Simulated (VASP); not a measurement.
# C (P6_3/mmc) in VASP: further runs, part 2 of 3

VASP 6.6.1.

## 3. Single point, LDA

This run uses another cell than the first one, of 6.70 Å³/atom, 1.066 times its volume.

INCAR reads:

```
SYSTEM = C
PREC = Accurate
ENCUT = 520
EDIFF = 1E-6
ISMEAR = 0
SIGMA = 0.1
LREAL = .False.
LASPH = .True.
NELM = 80
ALGO = Normal
ISIF = 2
LWAVE = .False.
LCHARG = .False.
NBANDS = 11
```

KPOINTS reads:

```
regular mesh
0
Gamma
  23 23 13
  0 0 0
```

POSCAR reads:

```
C
1.0
    1.6731695519      0.0000000000      0.0000000000
   -0.8365847760      1.4490073368      0.0000000000
    0.0000000000      0.0000000000      5.5233805992
C
2
Direct
    0.3333333333      0.6666666667      0.2500000000
    0.6666666667      0.3333333333      0.7500000000
```

Potentials or basis: VASP PAW LDA potentials, release 64 (C).

Run with:

```sh
> cat potpaw_LDA.64/C/POTCAR > POTCAR
> mpirun -np 1 vasp_std > vasp.out
```

OUTCAR:

```text
SYSTEM = C
   PREC = Accurate
   ENCUT = 520
   EDIFF = 1E-6
   ISMEAR = 0
   LREAL = .False.
   LASPH = .True.
   NELM = 80
   ISIF = 2

 ion  position               nearest neighbor table
   1  0.333  0.667  0.250-
   2  0.667  0.333  0.750-

  LATTYP: Found a hexagonal cell.
 ALAT       =     1.6731695519
 C/A-ratio  =     3.3011481669

  Lattice vectors:

 A1 = (   1.6731695519,   0.0000000000,   0.0000000000)
 A2 = (  -0.8365847760,   1.4490073368,   0.0000000000)
 A3 = (   0.0000000000,   0.0000000000,   5.5233805992)

Analysis of symmetry for initial positions (statically):
=====================================================================
 Subroutine PRICEL returns:
 Original cell was already a primitive cell.

 Routine SETGRP: Setting up the symmetry group for a
 hexagonal supercell.

 Subroutine GETGRP returns: Found 24 space group operations
 (whereof 12 operations were pure point group operations)
 out of a pool of 24 trial point group operations.

The static configuration has the point symmetry D_3d.
 The point group associated with its full space group is D_6h.

Analysis of symmetry for dynamics (positions and initial velocities):
=====================================================================
 Subroutine PRICEL returns:
 Original cell was already a primitive cell.

 Routine SETGRP: Setting up the symmetry group for a
 hexagonal supercell.

 Subroutine GETGRP returns: Found 24 space group operations
 (whereof 12 operations were pure point group operations)
 out of a pool of 24 trial point group operations.

The dynamic configuration has the point symmetry D_3d.
 The point group associated with its full space group is D_6h.

 Subroutine INISYM returns: Found 24 space group operations
 (whereof 12 operations are pure point group operations),
 and found     1 'primitive' translations

----------------------------------------------------------------------------------------

                                     Primitive cell

  volume of cell :      13.3911

  direct lattice vectors                    reciprocal lattice vectors
     1.673169552  0.000000000  0.000000000     0.597668060  0.345063815  0.000000000
    -0.836584776  1.449007337  0.000000000     0.000000000  0.690127631  0.000000000
     0.000000000  0.000000000  5.523380599     0.000000000  0.000000000  0.181048541

  length of vectors
     1.673169552  1.673169552  5.523380599     0.690127631  0.690127631  0.181048541

  position of ions in fractional coordinates (direct lattice)
     0.333333333  0.666666667  0.250000000
     0.666666667  0.333333333  0.750000000

  ion indices of the primitive-cell ions
   primitive index   ion index
                 1           1
                 2           2

----------------------------------------------------------------------------------------

 KPOINTS: regular mesh

Automatic generation of k-mesh.
 Grid dimensions read from file:
 generate k-points for:   23   23   13

 Generating k-lattice:

  Cartesian coordinates                     Fractional coordinates (reciprocal lattice)
     0.025985568  0.015002775  0.000000000     0.043478261 -0.000000000  0.000000000
     0.000000000  0.030005549  0.000000000     0.000000000  0.043478261  0.000000000
     0.000000000  0.000000000  0.013926811     0.000000000  0.000000000  0.076923077

  Length of vectors
     0.030005549  0.030005549  0.013926811

  Shift w.r.t. Gamma in fractional coordinates (k-lattice)
     0.000000000  0.000000000  0.000000000

 Subroutine IBZKPT returns following result:
 ===========================================

 Found    392 irreducible k-points:

 Following reciprocal coordinates:
            Coordinates               Weight
  0.000000  0.000000  0.000000      1.000000
  0.043478  0.000000  0.000000      6.000000
  0.086957  0.000000  0.000000      6.000000
  0.130435 -0.000000  0.000000      6.000000
  0.173913  0.000000  0.000000      6.000000
  0.217391  0.000000  0.000000      6.000000
[... 16 lines left out ...]
  0.478261  0.043478  0.000000      6.000000
  0.086957  0.086957  0.000000      6.000000
 [... further k-points ...]
   k-points           NKPTS =    392   k-points in BZ     NKDIM =    392   number of bands    NBANDS=     11
   number of dos      NEDOS =    301   number of ions     NIONS =      2
   total plane-waves  NPLWV =   6048
   dimension x,y,z NGX =    12 NGY =   12 NGZ =   42
   dimension x,y,z NGXF=    24 NGYF=   24 NGZF=   84
   ions per type =               2
   NGX,Y,Z   is equivalent  to a cutoff of  11.92, 11.92, 12.64 a.u.
   NGXF,Y,Z  is equivalent  to a cutoff of  23.85, 23.85, 25.28 a.u.
 SYSTEM =  C
   PREC   = accura    normal or accurate (medium, high low for compatibility)
   ISTART =      0    job   : 0-new  1-cont  2-samecut
   ICHARG =      2    charge: 1-file 2-atom 10-const
   ISPIN  =      1    spin polarized calculation?
   LNONCOLLINEAR =      F non collinear calculations
   LSORBIT =      F    spin-orbit coupling
   LASPH  =      T    aspherical Exc in radial PAW
   ENCUT  =  520.0 eV  38.22 Ry    6.18 a.u.   3.11  3.11 10.27*2*pi/ulx,y,z
   NELM   =     80;   NELMIN=  2; NELMDL= -5     # of ELM steps
   EDIFF  = 0.1E-05   stopping-criterion for ELM
   LREAL  =      F    real-space projection
[... 7 lines left out ...]
   TEBEG  =    0.0;   TEEND  =   0.0 temperature during run
   PSTRESS=    0.0 pullay stress
   NELECT =       8.0000    total number of electrons
   NUPDOWN=      -1.0000    fix difference up-down
   EMIN   =  10.00;   EMAX   =-10.00  energy-range for DOS
   EFERMI =   0.00;   METHOD = LEGACY
   ISMEAR =     0;   SIGMA  =   0.10  broadening in eV -4-tet -1-fermi 0-gaus
   EFERMI_NEDOS =   21; number of points for ismear=-14 and -15
   IALGO  =     38    algorithm
   IMIX   =      4    mixing-type and parameters
     AMIX     =   0.40;   BMIX     =  1.00
     AMIX_MAG =   1.60;   BMIX_MAG =  1.00
  volume/ion in A,a.u.               =       6.70        45.18
  Fermi-wavevector in a.u.,A,eV,Ry     =   1.378795  2.605544 25.865699  1.901075
  Thomas-Fermi vector in A             =   2.503824
   LORBIT       =      0    0 simple, 1 ext, 2 COOP (PROOUT), +10 PAW based schemes
   GGA     = CA    functional components
   LHFCALC =     F    Hartree Fock is set to
   AEXX    =    0.0000 exact exchange contribution
   IVDW    =     0    specifies the selected vdW correction
   LEPSILON=     F    determine dielectric tensor
   LRPA    =     F    only Hartree local field effects (RPA)
 non-spin polarized calculation
 Gauss-broadening in eV      SIGMA  =   0.10
  energy-cutoff  :      520.00
  volume of cell :       13.39
 maximum number of plane-waves:       379
   NGX =  7   NGY =  7   NGZ = 21

 number of electron       7.9999998 magnetization

 Free energy of the ion-electron system (eV)
  ---------------------------------------------------
  ext. energy  EPLUGINS =         0.00000000
  ---------------------------------------------------
  free energy    TOTEN  =       -12.33494481 eV

  energy without entropy =      -12.33297264  energy(sigma->0) =      -12.33395872

 E-fermi :   8.9182     XC(G=0): -12.6632

 val. band max:        8.9126174420   @ k =   0.4348   0.0000   0.1538
 cond. band min:       8.9490925641   @ k =   0.3043   0.0870   0.1538
 fundamental gap:      0.0364751221
 Fermi energy:         8.9181740783

 k-point     1 :       0.0000    0.0000    0.0000
  band No.  band energies     occupation
      1     -13.8239      2.00000
      2     -12.7586      2.00000
      3      -2.6348      2.00000
      4       2.2023      2.00000
      5      13.7771      0.00000
      6      25.2029      0.00000
      7      25.9968      0.00000
      8      25.9968      0.00000
      9      26.0251      0.00000
     10      26.0251      0.00000
     11      35.4340      0.00000
[... 309 lines left out ...]
 k-point    24 :       0.0870    0.0870    0.0000
  band No.  band energies     occupation
      1     -12.6137      2.00000
      2     -11.6049      2.00000
      3      -1.1322      2.00000
      4       3.5929      2.00000
      5      14.8166      0.00000
      6      22.3654      0.00000
      7      23.3353      0.00000
      8      23.4589      0.00000
      9      23.4940      0.00000
     10      26.2094      0.00000
     11      37.6886      0.00000

 [... further k-points ...]

------------------------ aborting loop because EDIFF is reached ----------------------------------------

  FORCE on cell =-STRESS in cart. coord.  units (eV):
  Direction    XX          YY          ZZ          XY          YZ          ZX
  --------------------------------------------------------------------------------------
  -------------------------------------------------------------------------------------
  Total        0.8941763      0.8941763      0.8276792     -0.0000000      0.0000000      0.0000000
  in kB      106.9838496    106.9838496     99.0278025     -0.0000000      0.0000000      0.0000000
  external PRESSURE =     104.3318339 kB  Pullay stress =       0.0000000 kB

 VOLUME and BASIS-vectors are now :
 -----------------------------------------------------------------------------
  energy-cutoff  :      520.00
  volume of cell :       13.39
      direct lattice vectors                 reciprocal lattice vectors
     1.673169552  0.000000000  0.000000000     0.597668060  0.345063815  0.000000000
    -0.836584776  1.449007337  0.000000000     0.000000000  0.690127631  0.000000000
     0.000000000  0.000000000  5.523380599     0.000000000  0.000000000  0.181048541

 POSITION                                       TOTAL-FORCE (eV/Angst)
 -----------------------------------------------------------------------------------
     -0.00000      0.96600      1.38085         0.000000     -0.000000      0.000000
      0.83658      0.48300      4.14254        -0.000000      0.000000      0.000000
 -----------------------------------------------------------------------------------
    total drift:                               -0.000000      0.000000     -0.000000

  FREE ENERGIE OF THE ION-ELECTRON SYSTEM (eV)
  ---------------------------------------------------
  free  energy   TOTEN  =       -12.3349448107 eV

  energy  without entropy=      -12.3329726368  energy(sigma->0) =      -12.33395872
```

stdout:

```text
POSCAR found type information on POSCAR C
 POSCAR found :  1 types and       2 ions
 scaLAPACK will be used
 LDA part: xc-table for (Slater(with rela. corr.)+CA(PZ))
 , standard interpolation
 POSCAR, INCAR and KPOINTS ok, starting setup
 FFT: planning ... GRIDC
 FFT: planning ... GRID_SOFT
 FFT: planning ... GRID
 WAVECAR not read
 entering main loop
```

Run time: 30 s. Hardware: 1 thread of Intel Xeon Platinum 8488C (Sapphire Rapids), shared host; peak memory 0.14 GiB.

What came out:

| Property | Result |
| --- | --- |
| Free energy | -12.3349 eV |
| Pressure | 10.4 GPa |
| Band gap on the k mesh | zero (band 4 reaches 10.13 eV, above the bottom of band 5 at 7.94 eV) |

## 4. Single point, LDA

This run uses another cell than the first one, of 6.99 Å³/atom, 1.113 times its volume.

INCAR reads:

```
SYSTEM = C
ALGO     = Normal         ! electronic algorithm
EDIFF    = 1E-7           ! SCF threshold, eV
ENCUT    = 520            ! plane-wave cutoff, eV
GGA      = CA             ! functional
ISIF     = 2              ! what is computed and relaxed
ISMEAR   = 0              ! smearing method
LASPH    = .True.         ! aspherical terms in the spheres
LCHARG   = .True.         ! write CHGCAR
LELF     = .True.         ! ELF
LREAL    = .False.        ! projectors in reciprocal space
LVHAR    = .True.       
LWAVE    = .False.        ! write WAVECAR
NBANDS   = 11             ! bands
NELM     = 80             ! most SCF steps
PREC     = Accurate       ! precision mode
SIGMA    = 0.1            ! smearing width, eV
```

KPOINTS reads:

```
k-points
0
Gamma
  23 23 13
  0 0 0
```

POSCAR reads:

```
C
1.0
    1.6803763570      0.0000000000      0.0000000000
   -0.8401881785      1.4552486131      0.0000000000
    0.0000000000      0.0000000000      5.7182238974
C
2
Direct
    0.3333333333      0.6666666667      0.2500000000
    0.6666666667      0.3333333333      0.7500000000
```

Potentials or basis: VASP PAW LDA potentials, release 64 (C).

Run with:

```sh
> cat potpaw_LDA.64/C/POTCAR > POTCAR
> mpirun -np 1 vasp_std > vasp.out
```

OUTCAR:

```text
SYSTEM = C
   EDIFF = 1E-7
   ENCUT = 520
   GGA = CA
   ISIF = 2
   ISMEAR = 0
   LASPH = .True.
   LREAL = .False.
   NELM = 80
   PREC = Accurate

 ion  position               nearest neighbor table
   1  0.333  0.667  0.250-
   2  0.667  0.333  0.750-

  LATTYP: Found a hexagonal cell.
 ALAT       =     1.6803763570
 C/A-ratio  =     3.4029423668

  Lattice vectors:

 A1 = (   1.6803763570,   0.0000000000,   0.0000000000)
 A2 = (  -0.8401881785,   1.4552486131,   0.0000000000)
 A3 = (   0.0000000000,   0.0000000000,   5.7182238974)

Analysis of symmetry for initial positions (statically):
=====================================================================
 Subroutine PRICEL returns:
 Original cell was already a primitive cell.

 Routine SETGRP: Setting up the symmetry group for a
 hexagonal supercell.

 Subroutine GETGRP returns: Found 24 space group operations
 (whereof 12 operations were pure point group operations)
 out of a pool of 24 trial point group operations.

The static configuration has the point symmetry D_3d.
 The point group associated with its full space group is D_6h.

Analysis of symmetry for dynamics (positions and initial velocities):
=====================================================================
 Subroutine PRICEL returns:
 Original cell was already a primitive cell.

 Routine SETGRP: Setting up the symmetry group for a
 hexagonal supercell.

 Subroutine GETGRP returns: Found 24 space group operations
 (whereof 12 operations were pure point group operations)
 out of a pool of 24 trial point group operations.

The dynamic configuration has the point symmetry D_3d.
 The point group associated with its full space group is D_6h.

 Subroutine INISYM returns: Found 24 space group operations
 (whereof 12 operations are pure point group operations),
 and found     1 'primitive' translations
[... 118 lines left out ...]
  Thomas-Fermi vector in A             =   2.485834
   LORBIT       =      0    0 simple, 1 ext, 2 COOP (PROOUT), +10 PAW based schemes
   GGA     = CA    functional components
   LHFCALC =     F    Hartree Fock is set to
   AEXX    =    0.0000 exact exchange contribution
   IVDW    =     0    specifies the selected vdW correction
   LEPSILON=     F    determine dielectric tensor
   LRPA    =     F    only Hartree local field effects (RPA)
 non-spin polarized calculation
 Gauss-broadening in eV      SIGMA  =   0.10
  energy-cutoff  :      520.00
  volume of cell :       13.98
 maximum number of plane-waves:       394
   NGX =  7   NGY =  7   NGZ = 21

 number of electron       7.9999999 magnetization

 Free energy of the ion-electron system (eV)
  ---------------------------------------------------
  ext. energy  EPLUGINS =         0.00000000
  ---------------------------------------------------
  free energy    TOTEN  =       -12.36344126 eV

  energy without entropy =      -12.36173286  energy(sigma->0) =      -12.36258706

 E-fermi :   8.3589     XC(G=0): -12.4052

 val. band max:        8.3468941506   @ k =   0.3913   0.0000   0.4615
 cond. band min:       8.3697207487   @ k =   0.3478   0.1304   0.1538
 fundamental gap:      0.0228265981
 Fermi energy:         8.3588825613

 k-point     1 :       0.0000    0.0000    0.0000
  band No.  band energies     occupation
      1     -14.1199      2.00000
      2     -13.2629      2.00000
      3      -2.8169      2.00000
      4       1.3776      2.00000
      5      12.7399      0.00000
      6      23.2333      0.00000
      7      25.1864      0.00000
      8      25.1864      0.00000
      9      25.2103      0.00000
     10      25.2103      0.00000
     11      32.8099      0.00000
[... 309 lines left out ...]
 k-point    24 :       0.0870    0.0870    0.0000
  band No.  band energies     occupation
      1     -12.9214      2.00000
      2     -12.1114      2.00000
      3      -1.3306      2.00000
      4       2.7629      2.00000
      5      13.8415      0.00000
      6      21.5637      0.00000
      7      22.4846      0.00000
      8      22.6921      0.00000
      9      22.7283      0.00000
     10      24.3028      0.00000
     11      35.0493      0.00000

 [... further k-points ...]

------------------------ aborting loop because EDIFF is reached ----------------------------------------

  FORCE on cell =-STRESS in cart. coord.  units (eV):
  Direction    XX          YY          ZZ          XY          YZ          ZX
  --------------------------------------------------------------------------------------
  -------------------------------------------------------------------------------------
  Total        0.4944236      0.4944236      0.4287323     -0.0000000     -0.0000000      0.0000000
  in kB       56.6506445     56.6506445     49.1237961     -0.0000000     -0.0000000      0.0000000
  external PRESSURE =      54.1416950 kB  Pullay stress =       0.0000000 kB

 VOLUME and BASIS-vectors are now :
 -----------------------------------------------------------------------------
  energy-cutoff  :      520.00
  volume of cell :       13.98
      direct lattice vectors                 reciprocal lattice vectors
     1.680376357  0.000000000  0.000000000     0.595104779  0.343583904  0.000000000
    -0.840188179  1.455248613  0.000000000     0.000000000  0.687167808  0.000000000
     0.000000000  0.000000000  5.718223897     0.000000000  0.000000000  0.174879476

 POSITION                                       TOTAL-FORCE (eV/Angst)
 -----------------------------------------------------------------------------------
     -0.00000      0.97017      1.42956        -0.000000      0.000000      0.000000
      0.84019      0.48508      4.28867         0.000000     -0.000000      0.000000
 -----------------------------------------------------------------------------------
    total drift:                               -0.000000      0.000000     -0.000000

  FREE ENERGIE OF THE ION-ELECTRON SYSTEM (eV)
  ---------------------------------------------------
  free  energy   TOTEN  =       -12.3634412583 eV

  energy  without entropy=      -12.3617328594  energy(sigma->0) =      -12.36258706
```

OSZICAR:

```text
N       E                     dE             d eps       ncg     rms          rms(c)
DAV:   1     0.847701675500E+01    0.84770E+01   -0.46135E+03  9066   0.679E+02
DAV:   2    -0.119848140703E+02   -0.20462E+02   -0.19506E+02 11455   0.121E+02
DAV:   3    -0.125302435714E+02   -0.54543E+00   -0.54096E+00  9756   0.153E+01
DAV:   4    -0.125320198099E+02   -0.17762E-02   -0.17760E-02  9616   0.110E+00
DAV:   5    -0.125320243117E+02   -0.45018E-05   -0.45012E-05  9895   0.522E-02    0.318E+00
DAV:   6    -0.123990776314E+02    0.13295E+00   -0.92206E-02  8978   0.186E+00    0.184E+00
DAV:   7    -0.123635744615E+02    0.35503E-01   -0.84154E-02  8990   0.183E+00    0.366E-01
DAV:   8    -0.123634680039E+02    0.10646E-03   -0.27084E-03  9590   0.384E-01    0.431E-02
DAV:   9    -0.123634406131E+02    0.27391E-04   -0.77303E-05  9584   0.592E-02    0.196E-02
DAV:  10    -0.123634413166E+02   -0.70344E-06   -0.24857E-06  9773   0.128E-02    0.361E-03
DAV:  11    -0.123634412583E+02    0.58255E-07   -0.18073E-07  9323   0.312E-03
   1 F= -.12363441E+02 E0= -.12362587E+02  d E =-.170840E-02
```

Wall time 36 s (1 thread of Intel Xeon Platinum 8488C (Sapphire Rapids), shared host); peak memory 0.14 GiB.

What came out:

```
Free energy            : -12.3634 eV
Pressure               : 5.4 GPa
Band gap on the k mesh : zero (band 4 reaches 9.31 eV, above the bottom of band 5 at 7.39 eV)
```

[end of part 2 of 3]
